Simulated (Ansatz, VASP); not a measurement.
SnS4: VASP beside Ansatz

```xyz
5
Lattice="4.4758 0.0000 0.0000 0.0000 4.4758 0.0000 0.0000 0.0000 5.6559" Properties=species:S:1:pos:R:3 pbc="T T T"
Sn    2.2379    2.2379    2.8280
S     0.0000    2.2379    0.0000
S     2.2379    0.0000    0.0000
S     2.2379    2.2379    0.0000
S     0.0000    0.0000    2.8280
```

Alike in both runs: functional PBE; k mesh 4 × 4 × 4; occupations gaussian, width 0.1 eV; no spin polarisation.

Ansatz relaxed the structure, and its values are those at the end. VASP's run is a single point on that final structure, the one shown.

|  | VASP | Ansatz |
| --- | --- | --- |
| version | VASP 6.6.1 | Ansatz 0.2.0 |
| potentials or method | VASP PAW PBE potentials, release 64 (Sn_d, S), cutoff 520 eV | scalar-relativistic, plane waves, PAW |
| valence electrons in the cell | 38 | 38 |

```csv
,VASP,Ansatz,Ansatz less VASP
gap on the k mesh at the Fermi level (eV),none,none,-
pressure (GPa),-0.1,0.1,+0.14
```

A gap of «none» marks a metal or a gap that the smearing closes.
